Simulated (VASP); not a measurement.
# Hf (Im-3m) in VASP: a series of runs, part 2 of 2

VASP 6.6.1. The steps go on from the part before.

## Step 3: Electric field gradients, PBE

Input file INCAR:

```
SYSTEM = Hf
ALGO = Normal
EDIFF = 1E-8
ENCUT = 520
GGA = PE
ISIF = 2
ISMEAR = -1
LASPH = .TRUE.
LCHARG = .FALSE.
LEFG = .TRUE.
LREAL = .FALSE.
LWAVE = .FALSE.
NBANDS = 11
NELM = 60
PREC = Accurate
SIGMA = 0.05
```

Input file KPOINTS:

```
k-points
0
G
  14 14 14
  0 0 0
```

Input file POSCAR:

```
Hf
1.0
   -1.8050000000      1.8050000000      1.8050000000
    1.8050000000     -1.8050000000      1.8050000000
    1.8050000000      1.8050000000     -1.8050000000
Hf
1
Direct
    0.0000000000      0.0000000000      0.0000000000
```

Potentials or basis: VASP PAW PBE potentials, release 64 (Hf_pv).

The run is started by

```sh
$ cat potpaw_PBE.64/Hf_pv/POTCAR > POTCAR
$ mpirun -np 1 vasp_std > vasp.out
```

OUTCAR:

```text
SYSTEM = Hf
   EDIFF = 1E-8
   ENCUT = 520
   GGA = PE
   ISIF = 2
   ISMEAR = -1
   LASPH = .TRUE.
   LREAL = .FALSE.
   NELM = 60
   PREC = Accurate

 ion  position               nearest neighbor table
   1  0.000  0.000  0.000-

  LATTYP: Found a body centered cubic cell.
 ALAT       =     3.6100000000

  Lattice vectors:

 A1 = (  -1.8050000000,   1.8050000000,   1.8050000000)
 A2 = (   1.8050000000,  -1.8050000000,   1.8050000000)
 A3 = (   1.8050000000,   1.8050000000,  -1.8050000000)

Analysis of symmetry for initial positions (statically):
=====================================================================
 Subroutine PRICEL returns:
 Original cell was already a primitive cell.

 Routine SETGRP: Setting up the symmetry group for a
 body centered cubic supercell.

 Subroutine GETGRP returns: Found 48 space group operations
 (whereof 48 operations were pure point group operations)
 out of a pool of 48 trial point group operations.

The static configuration has the point symmetry O_h .

Analysis of symmetry for dynamics (positions and initial velocities):
=====================================================================
 Subroutine PRICEL returns:
 Original cell was already a primitive cell.

 Routine SETGRP: Setting up the symmetry group for a
 body centered cubic supercell.

 Subroutine GETGRP returns: Found 48 space group operations
 (whereof 48 operations were pure point group operations)
 out of a pool of 48 trial point group operations.

The dynamic configuration has the point symmetry O_h .

 Subroutine INISYM returns: Found 48 space group operations
[... 159 lines left out ...]
      9       8.3659      0.00000
     10      17.2903      0.00000
     11      17.2903      0.00000
[... 309 lines left out ...]
 k-point    24 :       0.3571    0.2857    0.0000
  band No.  band energies     occupation
      1     -26.3167      2.00000
      2     -26.2113      2.00000
      3     -25.8752      2.00000
      4       2.6501      2.00000
      5       3.6530      1.99998
      6       3.8776      1.99850
      7       8.4826      0.00000
      8       8.9472      0.00000
      9      11.2662      0.00000
     10      13.6632      0.00000
     11      15.0324      0.00000

 [... further k-points ...]

------------------------ aborting loop because EDIFF is reached ----------------------------------------

  FORCE on cell =-STRESS in cart. coord.  units (eV):
  Direction    XX          YY          ZZ          XY          YZ          ZX
  --------------------------------------------------------------------------------------
  -------------------------------------------------------------------------------------
  Total       -0.7714826     -0.7714826     -0.7714826      0.0000000     -0.0000000      0.0000000
  in kB      -52.5466579    -52.5466579    -52.5466579      0.0000000     -0.0000000      0.0000000
  external PRESSURE =     -52.5466579 kB  Pullay stress =       0.0000000 kB

 VOLUME and BASIS-vectors are now :
 -----------------------------------------------------------------------------
  energy-cutoff  :      520.00
  volume of cell :       23.52
      direct lattice vectors                 reciprocal lattice vectors
    -1.805000000  1.805000000  1.805000000     0.000000000  0.277008310  0.277008310
     1.805000000 -1.805000000  1.805000000     0.277008310  0.000000000  0.277008310
     1.805000000  1.805000000 -1.805000000     0.277008310  0.277008310  0.000000000

 POSITION                                       TOTAL-FORCE (eV/Angst)
 -----------------------------------------------------------------------------------
      0.00000      0.00000      0.00000        -0.000000      0.000000     -0.000000
 -----------------------------------------------------------------------------------
    total drift:                               -0.000000      0.000000      0.000000

  FREE ENERGIE OF THE ION-ELECTRON SYSTEM (eV)
  ---------------------------------------------------
  free  energy   TOTEN  =        -9.7289992646 eV

  energy  without entropy=       -9.7110553580  energy(sigma->0) =       -9.72002731

 Electric field gradients (V/A^2)
---------------------------------------------------------------------
 ion       V_xx      V_yy      V_zz      V_xy      V_xz      V_yz
---------------------------------------------------------------------
   1       0.000     0.000    -0.000    -0.000    -0.000    -0.000
---------------------------------------------------------------------

 Electric field gradients after diagonalization (V/A^2)
 (convention: |V_zz| > |V_xx| > |V_yy|)
----------------------------------------------------------------------
 ion       V_xx      V_yy      V_zz     asymmetry (V_yy - V_xx)/ V_zz
----------------------------------------------------------------------
   1       0.000     0.000    -0.000       0.000
----------------------------------------------------------------------

           NMR quadrupolar parameters

 Cq : quadrupolar parameter    Cq=e*Q*V_zz/h
 eta: asymmetry parameters     (V_yy - V_xx)/ V_zz
 Q  : nuclear electric quadrupole moment in mb (millibarn)
----------------------------------------------------------------------
 ion       Cq(MHz)       eta       Q (mb)
----------------------------------------------------------------------
   1      -0.000       0.000       1.000
----------------------------------------------------------------------
```

Wall time 18 s (1 thread of Intel Xeon 6975P-C, shared host); peak memory 0.16 GiB.

Results:

```yaml
Free_energy: -9.7290 eV
Pressure: -5.3 GPa
Band_gap_on_the_k_mesh: zero (band 5 reaches 5.73 eV, above the bottom of band 6 at 3.52 eV)
```

Caveat: without QUAD_EFG the Cq values of the log hold for a quadrupole moment of 1 mb, not for the nuclei; spin-orbit coupling is left out, which moves the levels of the heavy elements.

## Step 4: Density of states, PBE

POSCAR is that of step 3.

Input file INCAR.step1:

```
SYSTEM = Hf
ALGO     = Normal         ! electronic algorithm
EDIFF    = 1E-7           ! SCF threshold, eV
ENCUT    = 520            ! plane-wave cutoff, eV
GGA      = PE             ! functional
ISIF     = 2              ! what is computed and relaxed
ISMEAR   = -1             ! smearing method
LASPH    = .True.         ! aspherical terms in the spheres
LCHARG   = .True.         ! write CHGCAR
LMAXMIX  = 4              ! l up to which the mixer works
LREAL    = .False.        ! projectors in reciprocal space
LWAVE    = .False.        ! write WAVECAR
NBANDS   = 11             ! bands
NELM     = 100            ! most SCF steps
PREC     = Accurate       ! precision mode
SIGMA    = 0.05           ! smearing width, eV
```

Input file KPOINTS.step1:

```
k-points
0
Gamma
  14 14 14
  0 0 0
```

Input file INCAR.step2:

```
SYSTEM = Hf
ALGO     = Normal         ! electronic algorithm
EDIFF    = 1E-7           ! SCF threshold, eV
ENCUT    = 520            ! plane-wave cutoff, eV
GGA      = PE             ! functional
ICHARG   = 11             ! starting density
ISIF     = 2              ! what is computed and relaxed
ISMEAR   = -5             ! smearing method
LASPH    = .True.         ! aspherical terms in the spheres
LCHARG   = .False.        ! write CHGCAR
LMAXMIX  = 4              ! l up to which the mixer works
LORBIT   = 11             ! projections on sites
LREAL    = .False.        ! projectors in reciprocal space
LWAVE    = .False.        ! write WAVECAR
NBANDS   = 11             ! bands
NEDOS    = 2001           ! points of the DOS
NELM     = 100            ! most SCF steps
PREC     = Accurate       ! precision mode
SIGMA    = 0.05           ! smearing width, eV
```

Input file KPOINTS.step2:

```
k-points
0
Gamma
  21 21 21
  0 0 0
```

The run is started by

```sh
$ cat potpaw_PBE.64/Hf_pv/POTCAR > POTCAR
$ cp INCAR.step1 INCAR
$ cp KPOINTS.step1 KPOINTS
$ mpirun -np 1 vasp_std > vasp.out
$ cp INCAR.step2 INCAR
$ cp KPOINTS.step2 KPOINTS
$ mpirun -np 1 vasp_std > vasp.out
```

Run time: 2.3 min. Hardware: 1 thread of AMD EPYC 7R13, shared host; peak memory 0.18 GiB.

Results (log left out):

- Valence electrons inside the program's atomic spheres: Hf 8.24

Levels at points of the mesh, in eV from the Fermi level:
```csv
k point,band 1,band 2,band 3,band 4,band 5,band 6,band 7,band 8,band 9,band 10
"(0.00, 0.00, 0.00)",-30.03,-30.03,-30.03,-6.87,1.48,1.48,1.48,4.12,4.12,13.05
```

Caveat: spin-orbit coupling is left out, which moves the levels of the heavy elements; tetrahedron occupations give inexact forces and stress in metals.
